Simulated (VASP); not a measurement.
# Sn (I4/mmm) in VASP: further runs, part 2 of 2

VASP 6.6.1. The steps go on from the part before.

## (4) Single point, PBEsol+D3(BJ) (strain +0.1125 x Voigt [0, 0, 1, 0, 0, 0])

INCAR

```
ALGO     = Fast           # electronic algorithm
EDIFF    = 1E-7           # SCF threshold, eV
ENCUT    = 520            # plane-wave cutoff, eV
GGA      = PS             # functional
ISIF     = 2              # what is computed and relaxed
ISMEAR   = 0              # smearing method
IVDW     = 12             # dispersion correction
LASPH    = T              # aspherical terms in the spheres
LCHARG   = T              # write CHGCAR
LELF     = T              # ELF
LREAL    = F              # projectors in reciprocal space
LVHAR    = T            
LWAVE    = F              # write WAVECAR
NBANDS   = 13             # bands
NELM     = 80             # most SCF steps
PREC     = Accurate       # precision mode
SIGMA    = 0.15           # smearing width, eV
```

KPOINTS

```
k-points
0
Gamma
  18 18 18
```

POSCAR

```
Sn
1.0
   -1.8946518192      1.8946518192      2.1078001489
    1.8946518192     -1.8946518192      2.1078001489
    1.8946518192      1.8946518192     -2.1078001489
Sn
1
Direct
    0.0000000000      0.0000000000      0.0000000000
```

Potentials or basis: VASP PAW PBE potentials, release 64 (Sn_d).

Command:

```bash
$ cat potpaw_PBE.64/Sn_d/POTCAR > POTCAR
$ mpirun -np 1 vasp_std > vasp.out
```

OUTCAR:

```text
EDIFF = 1E-7
   ENCUT = 520
   GGA = PS
   ISIF = 2
   ISMEAR = 0
   IVDW = 12
   LASPH = T
   LREAL = F
   NELM = 80
   PREC = Accurate
 IVDW          = 12

 ion  position               nearest neighbor table
   1  0.000  0.000  0.000-

  LATTYP: Found a body centered tetragonal cell.
 ALAT       =     3.7893036384
 C/A-ratio  =     1.1125000000

  Lattice vectors:

 A1 = (  -1.8946518192,   1.8946518192,   2.1078001489)
 A2 = (   1.8946518192,  -1.8946518192,   2.1078001489)
 A3 = (   1.8946518192,   1.8946518192,  -2.1078001489)

Analysis of symmetry for initial positions (statically):
=====================================================================
 Subroutine PRICEL returns:
 Original cell was already a primitive cell.

 Routine SETGRP: Setting up the symmetry group for a
 body centered tetragonal supercell.

 Subroutine GETGRP returns: Found 16 space group operations
 (whereof 16 operations were pure point group operations)
 out of a pool of 16 trial point group operations.

The static configuration has the point symmetry D_4h.

Analysis of symmetry for dynamics (positions and initial velocities):
=====================================================================
 Subroutine PRICEL returns:
 Original cell was already a primitive cell.

 Routine SETGRP: Setting up the symmetry group for a
 body centered tetragonal supercell.

 Subroutine GETGRP returns: Found 16 space group operations
 (whereof 16 operations were pure point group operations)
 out of a pool of 16 trial point group operations.

The dynamic configuration has the point symmetry D_4h.

 Subroutine INISYM returns: Found 16 space group operations
 (whereof 16 operations are pure point group operations),
 and found     1 'primitive' translations

----------------------------------------------------------------------------------------

                                     Primitive cell

  volume of cell :      30.2655

  direct lattice vectors                    reciprocal lattice vectors
    -1.894651819  1.894651819  2.107800149     0.000000000  0.263900731  0.237214140
     1.894651819 -1.894651819  2.107800149     0.263900731  0.000000000  0.237214140
     1.894651819  1.894651819 -2.107800149     0.263900731  0.263900731  0.000000000

  length of vectors
     3.409139554  3.409139554  3.409139554     0.354843831  0.354843831  0.373211993

  position of ions in fractional coordinates (direct lattice)
     0.000000000  0.000000000  0.000000000

  ion indices of the primitive-cell ions
   primitive index   ion index
                 1           1

----------------------------------------------------------------------------------------

 KPOINTS: k-points

Automatic generation of k-mesh.
 Grid dimensions read from file:
 generate k-points for:   18   18   18

 Generating k-lattice:

  Cartesian coordinates                     Fractional coordinates (reciprocal lattice)
     0.000000000  0.014661152  0.013178563     0.055555556  0.000000000  0.000000000
     0.014661152  0.000000000  0.013178563     0.000000000  0.055555556  0.000000000
     0.014661152  0.014661152  0.000000000     0.000000000  0.000000000  0.055555556

  Length of vectors
     0.019713546  0.019713546  0.020734000

  Shift w.r.t. Gamma in fractional coordinates (k-lattice)
     0.000000000  0.000000000  0.000000000

 Subroutine IBZKPT returns following result:
 ===========================================

 Found    480 irreducible k-points:

 Following reciprocal coordinates:
            Coordinates               Weight
  0.000000  0.000000  0.000000      1.000000
  0.055556  0.000000 -0.000000      8.000000
  0.111111  0.000000 -0.000000      8.000000
  0.166667  0.000000 -0.000000      8.000000
  0.222222  0.000000 -0.000000      8.000000
  0.277778  0.000000 -0.000000      8.000000
[... 16 lines left out ...]
 -0.277778  0.055556  0.000000     16.000000
 -0.222222  0.055556  0.000000     16.000000
 [... further k-points ...]
   k-points           NKPTS =    480   k-points in BZ     NKDIM =    480   number of bands    NBANDS=     13
   number of dos      NEDOS =    301   number of ions     NIONS =      1
   total plane-waves  NPLWV =  21952
   dimension x,y,z NGX =    28 NGY =   28 NGZ =   28
   dimension x,y,z NGXF=    56 NGYF=   56 NGZF=   56
   ions per type =               1
   NGX,Y,Z   is equivalent  to a cutoff of  13.65, 13.65, 13.65 a.u.
   NGXF,Y,Z  is equivalent  to a cutoff of  27.31, 27.31, 27.31 a.u.
 SYSTEM =  unknown system
   PREC   = accura    normal or accurate (medium, high low for compatibility)
   ISTART =      0    job   : 0-new  1-cont  2-samecut
   ICHARG =      2    charge: 1-file 2-atom 10-const
   ISPIN  =      1    spin polarized calculation?
   LNONCOLLINEAR =      F non collinear calculations
   LSORBIT =      F    spin-orbit coupling
   LASPH  =      T    aspherical Exc in radial PAW
   ENCUT  =  520.0 eV  38.22 Ry    6.18 a.u.   6.34  6.34  6.34*2*pi/ulx,y,z
   NELM   =     80;   NELMIN=  2; NELMDL= -5     # of ELM steps
   EDIFF  = 0.1E-06   stopping-criterion for ELM
   LREAL  =      F    real-space projection
   EDIFFG = 0.1E-05   stopping-criterion for IOM
   NSW    =      0    number of steps for IOM
   IBRION =     -1    ionic relax: 0-MD 1-quasi-New 2-CG
   NFREE  =      0    steps in history (QN), initial steepest desc. (CG)
   ISIF   =      2    stress and relaxation
   ISYM   =      2    0-nonsym 1-usesym 2-fastsym
   POTIM  = 0.5000    time-step for ionic-motion
   TEBEG  =    0.0;   TEEND  =   0.0 temperature during run
   PSTRESS=    0.0 pullay stress
   NELECT =      14.0000    total number of electrons
   NUPDOWN=      -1.0000    fix difference up-down
   EMIN   =  10.00;   EMAX   =-10.00  energy-range for DOS
   EFERMI =   0.00;   METHOD = LEGACY
   ISMEAR =     0;   SIGMA  =   0.15  broadening in eV -4-tet -1-fermi 0-gaus
   EFERMI_NEDOS =   21; number of points for ismear=-14 and -15
   IALGO  =     68    algorithm
   IMIX   =      4    mixing-type and parameters
     AMIX     =   0.40;   BMIX     =  1.00
     AMIX_MAG =   1.60;   BMIX_MAG =  1.00
  volume/ion in A,a.u.               =      30.27       204.24
  Fermi-wavevector in a.u.,A,eV,Ry     =   1.266100  2.392583 21.810273  1.603010
  Thomas-Fermi vector in A             =   2.399319
   LORBIT       =      0    0 simple, 1 ext, 2 COOP (PROOUT), +10 PAW based schemes
   GGA     = PS    functional components
   LHFCALC =     F    Hartree Fock is set to
   AEXX    =    0.0000 exact exchange contribution
   IVDW    =    12    specifies the selected vdW correction
   LEPSILON=     F    determine dielectric tensor
   LRPA    =     F    only Hartree local field effects (RPA)
 non-spin polarized calculation
 RMM-DIIS sequential band-by-band and
 Gauss-broadening in eV      SIGMA  =   0.15
  energy-cutoff  :      520.00
  volume of cell :       30.27
 maximum number of plane-waves:       828
 NGX is ok and might be reduce to    28
   NGX = 13   NGY = 13   NGZ = 13

 number of electron      13.9999994 magnetization

 Free energy of the ion-electron system (eV)
  ---------------------------------------------------
  ext. energy  EPLUGINS =         0.00000000
  ---------------------------------------------------
  free energy    TOTEN  =        -4.15615600 eV

  energy without entropy =       -4.14977343  energy(sigma->0) =       -4.15296471

 E-fermi :   6.7246     XC(G=0): -10.0103

 val. band max:        6.7246007501   @ k =   0.5000   0.2778   0.0000
 cond. band min:       6.7276416575   @ k =  -0.3333   0.4444   0.1667
 fundamental gap:      0.0030409074
 Fermi energy:         6.7246343345

 k-point     1 :       0.0000    0.0000    0.0000
  band No.  band energies     occupation
      1     -14.7095      2.00000
      2     -14.7095      2.00000
      3     -14.6924      2.00000
      4     -14.6291      2.00000
      5     -14.5966      2.00000
      6      -3.6675      2.00000
      7      13.4816      0.00000
      8      13.7481      0.00000
      9      13.7481      0.00000
     10      17.8535      0.00000
     11      18.1754      0.00000
     12      18.1754      0.00000
     13      19.1669      0.00000
[... 353 lines left out ...]
 k-point    24 :      -0.2222    0.0556    0.0000
  band No.  band energies     occupation
      1     -14.7097      2.00000
      2     -14.6946      2.00000
      3     -14.6510      2.00000
      4     -14.6309      2.00000
      5     -14.6038      2.00000
      6      -2.8716      2.00000
      7       9.2359      0.00000
      8      12.0132      0.00000
      9      12.7872      0.00000
     10      16.2065      0.00000
     11      16.4330      0.00000
     12      17.7008      0.00000
     13      20.0250      0.00000

 [... further k-points ...]

------------------------ aborting loop because EDIFF is reached ----------------------------------------

 Edisp (eV)   -0.34769

 E8    (eV) :    -0.2448

  FORCE on cell =-STRESS in cart. coord.  units (eV):
  Direction    XX          YY          ZZ          XY          YZ          ZX
  --------------------------------------------------------------------------------------
  -------------------------------------------------------------------------------------
  Total      -1.48228    -1.48228    -1.36683     0.00000     0.00000     0.00000
  in kB     -78.46790   -78.46790   -72.35639     0.00000     0.00000     0.00000
  external pressure =      -76.43 kB  Pullay stress =        0.00 kB

 VOLUME and BASIS-vectors are now :
 -----------------------------------------------------------------------------
  energy-cutoff  :      520.00
  volume of cell :       30.27
      direct lattice vectors                 reciprocal lattice vectors
    -1.894651819  1.894651819  2.107800149     0.000000000  0.263900731  0.237214140
     1.894651819 -1.894651819  2.107800149     0.263900731  0.000000000  0.237214140
     1.894651819  1.894651819 -2.107800149     0.263900731  0.263900731  0.000000000

 POSITION                                       TOTAL-FORCE (eV/Angst)
 -----------------------------------------------------------------------------------
      0.00000      0.00000      0.00000         0.000000      0.000000      0.000000
 -----------------------------------------------------------------------------------
    total drift:                               -0.000000     -0.000000     -0.000000

  FREE ENERGIE OF THE ION-ELECTRON SYSTEM (eV)
  ---------------------------------------------------
  free  energy   TOTEN  =        -4.5038474136 eV

  energy  without entropy=       -4.4974648447  energy(sigma->0) =       -4.50065613
```

Run time: 6 min. Hardware: 1 thread of Intel Xeon 8259CL, shared host; peak memory 0.3 GiB.

Results:

| Quantity | Value |
| --- | --- |
| Free energy | -4.5038 eV |
| Pressure | -7.6 GPa |
| Band gap on the k mesh | zero (bands 7 and 8 overlap by 8.82 eV) |
| Dispersion energy per atom | -0.348 eV |

Stress tensor (GPa, compression positive):
```
-7.85  0.00  0.00
 0.00 -7.85  0.00
 0.00  0.00 -7.24
```

Levels at points of the mesh, in eV from the Fermi level:
```csv
k point,band 5,band 6,band 7,band 8,band 9,band 10
"(0.00, 0.00, 0.00)",-21.32,-10.39,6.76,7.02,7.02,11.13
"(0.50, 0.00, 0.00)",-21.28,-6.52,-4.01,3.67,5.50,7.88
"(0.50, 0.50, 0.00)",-21.27,-5.96,-3.74,2.58,3.95,6.47
"(0.50, 0.50, 0.50)",-21.28,-3.35,-1.48,0.24,0.24,3.72
```

Caveat: the cell differs from its parent crystal (strain +0.1125 x Voigt [0, 0, 1, 0, 0, 0]); the cell stands under tension; the PAW data sets were made with another functional, which shifts forces and pressure a little; spin-orbit coupling is left out, which moves the levels of the heavy elements.

## (5) Single point, PBEsol+D3(BJ) (strain +0.1312 x Voigt [0, 0, 1, 0, 0, 0])

INCAR

```
  ALGO = Fast
  EDIFF = 1E-6
  ENCUT = 520
  GGA = PS
  ISIF = 2
  ISMEAR = 0
  IVDW = 12
  LASPH = T
  LCHARG = F
  LREAL = F
  LWAVE = F
  NBANDS = 13
  NELM = 80
  PREC = Accurate
  SIGMA = 0.15
```

KPOINTS is that of step 4.

POSCAR

```
Sn
1.0
   -1.8946518192      1.8946518192      2.1432301379
    1.8946518192     -1.8946518192      2.1432301379
    1.8946518192      1.8946518192     -2.1432301379
Sn
1
Direct
    0.0000000000      0.0000000000      0.0000000000
```

Command:

```bash
$ cat potpaw_PBE.64/Sn_d/POTCAR > POTCAR
$ mpirun -np 1 vasp_std > vasp.out
```

Run time: 4.9 min. Hardware: 1 thread of Intel Xeon 8259CL, shared host; peak memory 0.31 GiB.

It converged, with:

| Property | Result |
| --- | --- |
| Free energy | -4.4808 eV |
| Pressure | -7.6 GPa |
| Band gap on the k mesh | zero (bands 7 and 8 overlap by 8.61 eV) |
| Dispersion energy per atom | -0.342 eV |

Stress tensor (GPa, compression positive):
```
-7.75  0.00  0.00
 0.00 -7.75  0.00
 0.00  0.00 -7.26
```

Levels at points of the mesh, in eV from the Fermi level:
```
           k point  band 3  band 4  band 5  band 6  band 7  band 8  band 9  band 10  band 11  band 12
(0.00, 0.00, 0.00)  -21.42  -21.37  -21.33  -10.30    6.61    6.87    6.87    11.00    11.28    11.28
(0.50, 0.00, 0.00)  -21.37  -21.34  -21.29   -6.53   -3.95    3.68    5.47     7.87     8.51    11.82
(0.50, 0.50, 0.00)  -21.34  -21.33  -21.28   -5.91   -3.64    2.46    3.74     6.28     6.76    16.00
(0.50, 0.50, 0.50)  -21.32  -21.29  -21.29   -3.51   -1.60    0.34    0.34     3.74     4.38    17.74
```

Caveat: the cell differs from its parent crystal (strain +0.1312 x Voigt [0, 0, 1, 0, 0, 0]); the cell stands under tension; the PAW data sets were made with another functional, which shifts forces and pressure a little; spin-orbit coupling is left out, which moves the levels of the heavy elements.

## (6) Single point, PBEsol+D3(BJ) (strain +0.1500 x Voigt [0, 0, 1, 0, 0, 0])

INCAR

```
PREC     = Accurate       # precision mode
ENCUT    = 520            # plane-wave cutoff, eV
EDIFF    = 1E-6           # SCF threshold, eV
ISMEAR   = 0              # smearing method
SIGMA    = 0.15           # smearing width, eV
LREAL    = F              # projectors in reciprocal space
LASPH    = T              # aspherical terms in the spheres
NELM     = 80             # most SCF steps
ALGO     = Fast           # electronic algorithm
ISIF     = 2              # what is computed and relaxed
LWAVE    = F              # write WAVECAR
LCHARG   = T              # write CHGCAR
GGA      = PS             # functional
IVDW     = 12             # dispersion correction
LELF     = T              # ELF
LVHAR    = T            
NBANDS   = 13             # bands
```

KPOINTS

```
Automatic mesh
0
Gamma
  18 18 18
```

POSCAR

```
Sn
1.0
   -1.8946518192      1.8946518192      2.1788495921
    1.8946518192     -1.8946518192      2.1788495921
    1.8946518192      1.8946518192     -2.1788495921
Sn
1
Direct
    0.0000000000      0.0000000000      0.0000000000
```

Potentials or basis: VASP PAW PBE potentials, release 64 (Sn_d).

Command:

```bash
$ cat potpaw_PBE.64/Sn_d/POTCAR > POTCAR
$ mpirun -np 1 vasp_std > vasp.out
```

Run time: 4.9 min. Hardware: 1 thread of Intel Xeon 8259CL, shared host; peak memory 0.3 GiB.

It converged, with:

- Free energy: -4.4586 eV
- Pressure: -6.6 GPa
- Band gap on the k mesh: zero (bands 7 and 8 overlap by 8.41 eV)
- Dispersion energy per atom: -0.339 eV

Stress tensor (GPa, compression positive):
```
-6.80  0.00  0.00
 0.00 -6.80  0.00
 0.00  0.00 -6.25
```

Levels at points of the mesh, in eV from the Fermi level:
| k point | band 3 | band 4 | band 5 | band 6 | band 7 | band 8 | band 9 | band 10 | band 11 | band 12 |
| --- | --- | --- | --- | --- | --- | --- | --- | --- | --- | --- |
| (0.00, 0.00, 0.00) | -21.42 | -21.37 | -21.34 | -10.20 | 6.47 | 6.72 | 6.72 | 10.89 | 11.13 | 11.13 |
| (0.50, 0.00, 0.00) | -21.38 | -21.34 | -21.30 | -6.53 | -3.89 | 3.70 | 5.43 | 7.87 | 8.55 | 11.47 |
| (0.50, 0.50, 0.00) | -21.35 | -21.33 | -21.29 | -5.85 | -3.54 | 2.35 | 3.54 | 6.10 | 6.60 | 16.12 |
| (0.50, 0.50, 0.50) | -21.32 | -21.30 | -21.30 | -3.66 | -1.71 | 0.44 | 0.44 | 3.78 | 4.45 | 17.70 |

Caveat: the cell differs from its parent crystal (strain +0.1500 x Voigt [0, 0, 1, 0, 0, 0]); the cell stands under tension; the PAW data sets were made with another functional, which shifts forces and pressure a little; spin-orbit coupling is left out, which moves the levels of the heavy elements.

## (7) Summary

| cell | further INCAR settings | gap on the mesh (eV) | pressure (GPa) |
| --- | --- | --- | --- |
| a = 3.202 Å, angles 107.4, 107.4, 113.6°, 1 atom | ALGO = Fast; EDIFF = 1e-06; NBANDS = 13 | none | -0.4 |
| a = 3.366 Å, angles 111.5, 111.5, 105.5°, 1 atom | ALGO = Fast; EDIFF = 1e-06; NBANDS = 13 | none | -6.8 |
| a = 3.409 Å, angles 112.5, 112.5, 103.6°, 1 atom | ALGO = Fast; EDIFF = 1e-07; NBANDS = 13 | none | -7.6 |
| a = 3.431 Å, angles 113.0, 113.0, 102.7°, 1 atom | ALGO = Fast; EDIFF = 1e-06; NBANDS = 13 | none | -7.6 |
| a = 3.454 Å, angles 113.5, 113.5, 101.8°, 1 atom | ALGO = Fast; EDIFF = 1e-06; NBANDS = 13 | none | -6.6 |

Alike in all rows: task single point; level PBEsol+D3(BJ); potentials or basis VASP PAW PBE potentials, release 64 (Sn_d); no spin polarisation; k mesh 18 × 18 × 18; cutoff (eV) 520; smearing gaussian 0.15 eV.

Caveats: the PAW data sets were made with another functional, which shifts forces and pressure a little; spin-orbit coupling is left out, which moves the levels of the heavy elements; the cell stands under tension (at least some runs).

Absolute energies hang on the potentials; compare differences alone.
